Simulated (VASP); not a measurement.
# Cu (I4/mmm) in VASP: notebook

The runs below take Cu through single point, with PBEsol.

Everything below comes from runs of VASP 6.6.1. Logs are shortened: lines on timing, memory, paths and dates and some standing lists are left out, and cuts for length are marked.

**1. The cell of the first run**

The structure is tetragonal, space group I4/mmm (No. 139). The conventional cell has a = 2.886 Å, b = 2.886 Å, c = 2.835 Å, α = 90.00°, β = 90.00°, γ = 90.00°. Cu (site symmetry 4/mmm) has 14 Cu at 2.48 to 2.89 Å within 3.3 Å.

**2. Single point, PBEsol (strain +0.000 along x and y, +0.030 along z)**

Contents of INCAR:

```
SYSTEM = Cu
PREC = Accurate
ENCUT = 520
EDIFF = 1E-6
ISMEAR = 0
SIGMA = 0.15
LREAL = .False.
LASPH = .True.
NELM = 60
ALGO = Fast
ISIF = 2
LWAVE = .False.
LCHARG = .False.
GGA = PS
NBANDS = 12
```

Contents of KPOINTS:

```
Automatic mesh
0
Gamma
  24 24 24
  0 0 0
```

Contents of POSCAR:

```
Cu
1.0
   -1.4427933200      1.4427933200      1.4173638935
    1.4427933200     -1.4427933200      1.4173638935
    1.4427933200      1.4427933200     -1.4173638935
Cu
1
Direct
    0.0000000000      0.0000000000      0.0000000000
```

Potentials or basis: VASP PAW PBE potentials, release 64 (Cu).

Started as:

```
> cat potpaw_PBE.64/Cu/POTCAR > POTCAR
> mpirun -np 1 vasp_std > vasp.out
```

OUTCAR:

```text
SYSTEM = Cu
   PREC = Accurate
   ENCUT = 520
   EDIFF = 1E-6
   ISMEAR = 0
   LREAL = .False.
   LASPH = .True.
   NELM = 60
   ISIF = 2
   GGA = PS

 ion  position               nearest neighbor table
   1  0.000  0.000  0.000-

  LATTYP: Found a body centered tetragonal cell.
 ALAT       =     2.8855866400
 C/A-ratio  =     0.9823748654

  Lattice vectors:

 A1 = (  -1.4427933200,   1.4427933200,   1.4173638935)
 A2 = (   1.4427933200,  -1.4427933200,   1.4173638935)
 A3 = (   1.4427933200,   1.4427933200,  -1.4173638935)

Analysis of symmetry for initial positions (statically):
=====================================================================
 Subroutine PRICEL returns:
 Original cell was already a primitive cell.

 Routine SETGRP: Setting up the symmetry group for a
 body centered tetragonal supercell.

 Subroutine GETGRP returns: Found 16 space group operations
 (whereof 16 operations were pure point group operations)
 out of a pool of 16 trial point group operations.

The static configuration has the point symmetry D_4h.

Analysis of symmetry for dynamics (positions and initial velocities):
=====================================================================
 Subroutine PRICEL returns:
 Original cell was already a primitive cell.

 Routine SETGRP: Setting up the symmetry group for a
 body centered tetragonal supercell.

 Subroutine GETGRP returns: Found 16 space group operations
 (whereof 16 operations were pure point group operations)
 out of a pool of 16 trial point group operations.

The dynamic configuration has the point symmetry D_4h.

 Subroutine INISYM returns: Found 16 space group operations
 (whereof 16 operations are pure point group operations),
 and found     1 'primitive' translations

----------------------------------------------------------------------------------------

                                     Primitive cell

  volume of cell :      11.8018

  direct lattice vectors                    reciprocal lattice vectors
    -1.442793320  1.442793320  1.417363893     0.000000000  0.346549983  0.352767558
     1.442793320 -1.442793320  1.417363893     0.346549983  0.000000000  0.352767558
     1.442793320  1.442793320 -1.417363893     0.346549983  0.346549983  0.000000000

  length of vectors
     2.484396413  2.484396413  2.484396413     0.494511719  0.494511719  0.490095685

  position of ions in fractional coordinates (direct lattice)
     0.000000000  0.000000000  0.000000000

  ion indices of the primitive-cell ions
   primitive index   ion index
                 1           1

----------------------------------------------------------------------------------------

 KPOINTS: Automatic mesh

Automatic generation of k-mesh.
 Grid dimensions read from file:
 generate k-points for:   24   24   24

 Generating k-lattice:

  Cartesian coordinates                     Fractional coordinates (reciprocal lattice)
     0.000000000  0.014439583  0.014698648     0.041666667 -0.000000000  0.000000000
     0.014439583  0.000000000  0.014698648    -0.000000000  0.041666667  0.000000000
     0.014439583  0.014439583  0.000000000     0.000000000  0.000000000  0.041666667

  Length of vectors
     0.020604655  0.020604655  0.020420654

  Shift w.r.t. Gamma in fractional coordinates (k-lattice)
     0.000000000  0.000000000  0.000000000

 Subroutine IBZKPT returns following result:
 ===========================================

 Found   1063 irreducible k-points:

 Following reciprocal coordinates:
            Coordinates               Weight
  0.000000  0.000000  0.000000      1.000000
  0.041667  0.000000 -0.000000      8.000000
  0.083333  0.000000 -0.000000      8.000000
  0.125000  0.000000  0.000000      8.000000
  0.166667  0.000000  0.000000      8.000000
  0.208333 -0.000000  0.000000      8.000000
[... 16 lines left out ...]
  0.416667  0.041667 -0.000000     16.000000
  0.458333  0.041667 -0.000000     16.000000
 [... further k-points ...]
   k-points           NKPTS =   1063   k-points in BZ     NKDIM =   1063   number of bands    NBANDS=     12
   number of dos      NEDOS =    301   number of ions     NIONS =      1
   total plane-waves  NPLWV =   5832
   dimension x,y,z NGX =    18 NGY =   18 NGZ =   18
   dimension x,y,z NGXF=    36 NGYF=   36 NGZF=   36
   ions per type =               1
   NGX,Y,Z   is equivalent  to a cutoff of  12.04, 12.04, 12.04 a.u.
   NGXF,Y,Z  is equivalent  to a cutoff of  24.09, 24.09, 24.09 a.u.
 SYSTEM =  Cu
   PREC   = accura    normal or accurate (medium, high low for compatibility)
   ISTART =      0    job   : 0-new  1-cont  2-samecut
   ICHARG =      2    charge: 1-file 2-atom 10-const
   ISPIN  =      1    spin polarized calculation?
   LNONCOLLINEAR =      F non collinear calculations
   LSORBIT =      F    spin-orbit coupling
   LASPH  =      T    aspherical Exc in radial PAW
   ENCUT  =  520.0 eV  38.22 Ry    6.18 a.u.   4.62  4.62  4.62*2*pi/ulx,y,z
   NELM   =     60;   NELMIN=  2; NELMDL= -5     # of ELM steps
   EDIFF  = 0.1E-05   stopping-criterion for ELM
   LREAL  =      F    real-space projection
   EDIFFG = 0.1E-04   stopping-criterion for IOM
   NSW    =      0    number of steps for IOM
   IBRION =     -1    ionic relax: 0-MD 1-quasi-New 2-CG
   NFREE  =      0    steps in history (QN), initial steepest desc. (CG)
   ISIF   =      2    stress and relaxation
   ISYM   =      2    0-nonsym 1-usesym 2-fastsym
   POTIM  = 0.5000    time-step for ionic-motion
   TEBEG  =    0.0;   TEEND  =   0.0 temperature during run
   PSTRESS=    0.0 pullay stress
   NELECT =      11.0000    total number of electrons
   NUPDOWN=      -1.0000    fix difference up-down
   EMIN   =  10.00;   EMAX   =-10.00  energy-range for DOS
   EFERMI =   0.00;   METHOD = LEGACY
   ISMEAR =     0;   SIGMA  =   0.15  broadening in eV -4-tet -1-fermi 0-gaus
   EFERMI_NEDOS =   21; number of points for ismear=-14 and -15
   IALGO  =     68    algorithm
   IMIX   =      4    mixing-type and parameters
     AMIX     =   0.40;   BMIX     =  1.00
     AMIX_MAG =   1.60;   BMIX_MAG =  1.00
  volume/ion in A,a.u.               =      11.80        79.64
  Fermi-wavevector in a.u.,A,eV,Ry     =   1.599150  3.021955 34.793915  2.557281
  Thomas-Fermi vector in A             =   2.696488
   LORBIT       =      0    0 simple, 1 ext, 2 COOP (PROOUT), +10 PAW based schemes
   GGA     = PS    functional components
   LHFCALC =     F    Hartree Fock is set to
   AEXX    =    0.0000 exact exchange contribution
   IVDW    =     0    specifies the selected vdW correction
   LEPSILON=     F    determine dielectric tensor
   LRPA    =     F    only Hartree local field effects (RPA)
 non-spin polarized calculation
 RMM-DIIS sequential band-by-band and
 Gauss-broadening in eV      SIGMA  =   0.15
  energy-cutoff  :      520.00
  volume of cell :       11.80
 maximum number of plane-waves:       333
   NGX =  9   NGY =  9   NGZ =  9

 number of electron      10.9999977 magnetization

 Free energy of the ion-electron system (eV)
  ---------------------------------------------------
  ext. energy  EPLUGINS =         0.00000000
  ---------------------------------------------------
  free energy    TOTEN  =        -4.26535313 eV

  energy without entropy =       -4.26069840  energy(sigma->0) =       -4.26302576

 E-fermi :   7.3990     XC(G=0): -12.9135

 val. band max:        7.3979249432   @ k =  -0.1667  -0.3750   0.0833
 cond. band min:       7.3994920520   @ k =   0.1667   0.1667   0.1667
 fundamental gap:      0.0015671088
 Fermi energy:         7.3990136493

 k-point     1 :       0.0000    0.0000    0.0000
  band No.  band energies     occupation
      1      -1.9789      2.00000
      2       4.2563      2.00000
      3       4.3256      2.00000
      4       4.3256      2.00000
      5       5.2872      2.00000
      6       5.3598      2.00000
      7      32.3102      0.00000
      8      32.3102      0.00000
      9      32.7292      0.00000
     10      35.6961      0.00000
     11      35.6970      0.00000
     12      36.1847      0.00000

 k-point     2 :       0.0417    0.0000   -0.0000
  band No.  band energies     occupation
      1      -1.9114      2.00000
      2       4.2583      2.00000
      3       4.3248      2.00000
      4       4.3366      2.00000
      5       5.2852      2.00000
      6       5.3506      2.00000
      7      31.7091      0.00000
      8      32.1221      0.00000
      9      32.3435      0.00000
     10      34.6906      0.00000
     11      34.7908      0.00000
     12      35.0977      0.00000

 k-point     3 :       0.0833    0.0000   -0.0000
  band No.  band energies     occupation
      1      -1.7101      2.00000
      2       4.2336      2.00000
      3       4.3209      2.00000
      4       4.4002      2.00000
      5       5.2734      2.00000
      6       5.3327      2.00000
      7      29.9208      0.00000
      8      31.5832      0.00000
      9      31.6667      0.00000
     10      33.2842      0.00000
     11      33.9675      0.00000
     12      34.6776      0.00000

 k-point     4 :       0.1250    0.0000    0.0000
  band No.  band energies     occupation
      1      -1.3791      2.00000
      2       4.1776      2.00000
      3       4.3096      2.00000
      4       4.5206      2.00000
      5       5.2428      2.00000
      6       5.3265      2.00000
      7      27.7334      0.00000
      8      30.5555      0.00000
      9      31.1011      0.00000
     10      31.9242      0.00000
     11      33.3331      0.00000
     12      34.8348      0.00000

 k-point     5 :       0.1667    0.0000    0.0000
  band No.  band energies     occupation
      1      -0.9262      2.00000
      2       4.1014      2.00000
      3       4.2875      2.00000
      4       4.6851      2.00000
      5       5.2082      2.00000
      6       5.3321      2.00000
      7      25.4714      0.00000
      8      29.4729      0.00000
      9      30.3808      0.00000
     10      30.7965      0.00000
     11      32.8211      0.00000
     12      35.3095      0.00000
[... 228 lines left out ...]
      1       1.8485      2.00000
      2       3.7015      2.00000
      3       4.6397      2.00000
      4       5.2512      2.00000
      5       5.4432      2.00000
      6       5.7480      2.00000
      7      16.0756      0.00000
      8      25.0358      0.00000
      9      25.7985      0.00000
     10      29.4963      0.00000
     11      32.1110      0.00000
     12      38.5967      0.00000

 k-point    22 :       0.3750    0.0417   -0.0000
  band No.  band energies     occupation
      1       2.1800      2.00000
      2       3.6367      2.00000
      3       5.0595      2.00000
      4       5.3231      2.00000
      5       5.5173      2.00000
      6       6.0290      2.00000
      7      14.3434      0.00000
      8      24.5490      0.00000
      9      25.2610      0.00000
     10      29.2896      0.00000
     11      32.0207      0.00000
     12      39.5016      0.00000

 k-point    23 :       0.4167    0.0417   -0.0000
  band No.  band energies     occupation
      1       2.3363      2.00000
      2       3.5913      2.00000
      3       5.2364      2.00000
      4       5.3910      2.00000
      5       5.7546      2.00000
      6       6.4892      2.00000
      7      12.8851      0.00000
      8      24.2048      0.00000
      9      24.9025      0.00000
     10      29.1553      0.00000
     11      31.9729      0.00000
     12      40.2576      0.00000

 k-point    24 :       0.4583    0.0417   -0.0000
  band No.  band energies     occupation
      1       2.3925      2.00000
      2       3.5681      2.00000
      3       5.2802      2.00000
      4       5.3993      2.00000
      5       5.8949      2.00000
      6       6.9982      1.99984
      7      11.9514      0.00000
      8      24.0195      0.00000
      9      24.7274      0.00000
     10      29.0910      0.00000
     11      31.9568      0.00000
     12      40.7698      0.00000

 [... further k-points ...]
[... 5 lines left out ...]
  --------------------------------------------------------------------------------------
  -------------------------------------------------------------------------------------
  Total       -0.3791395     -0.3791395     -0.3872922      0.0000000      0.0000000      0.0000000
  in kB      -51.4706964    -51.4706964    -52.5774721      0.0000000      0.0000000      0.0000000
  external PRESSURE =     -51.8396216 kB  Pullay stress =       0.0000000 kB

 VOLUME and BASIS-vectors are now :
 -----------------------------------------------------------------------------
  energy-cutoff  :      520.00
  volume of cell :       11.80
      direct lattice vectors                 reciprocal lattice vectors
    -1.442793320  1.442793320  1.417363893     0.000000000  0.346549983  0.352767558
     1.442793320 -1.442793320  1.417363893     0.346549983  0.000000000  0.352767558
     1.442793320  1.442793320 -1.417363893     0.346549983  0.346549983  0.000000000

 POSITION                                       TOTAL-FORCE (eV/Angst)
 -----------------------------------------------------------------------------------
      0.00000      0.00000      0.00000         0.000000     -0.000000     -0.000000
 -----------------------------------------------------------------------------------
    total drift:                                0.000000     -0.000000      0.000000

  FREE ENERGIE OF THE ION-ELECTRON SYSTEM (eV)
  ---------------------------------------------------
  free  energy   TOTEN  =        -4.2653531315 eV

  energy  without entropy=       -4.2606983974  energy(sigma->0) =       -4.26302576
```

Wall time 72 s (1 thread of AMD EPYC 9R45 (Zen 5), shared host); peak memory 0.21 GiB.

What came out:

* Free energy: -4.2654 eV
* Pressure: -5.2 GPa

Stress tensor (GPa, compression positive):
```
-5.15  0.00  0.00
 0.00 -5.15  0.00
 0.00  0.00 -5.26
```

Levels at points of the mesh, in eV from the Fermi level:
```
           k point  band 2  band 3  band 4  band 5  band 6  band 7  band 8  band 9  band 10  band 11
(0.00, 0.00, 0.00)   -3.14   -3.07   -3.07   -2.11   -2.04   24.91   24.91   25.33    28.30    28.30
(0.50, 0.00, 0.00)   -3.84   -2.10   -1.95   -1.34   -0.57    4.41   17.33   17.34    21.20    24.13
(0.50, 0.50, 0.00)   -3.75   -2.17   -1.99   -1.35   -0.70    4.21   17.80   17.86    21.62    24.53
(0.50, 0.50, 0.50)   -4.61   -1.52   -1.52   -1.50    7.94    7.94    8.61   13.42    13.73    15.94
```

Caveat: the cell differs from its parent crystal (strain +0.000 along x and y, +0.030 along z); the PAW data sets were made with another functional, which shifts forces and pressure a little.

(Part 1 of 2 ends here.)
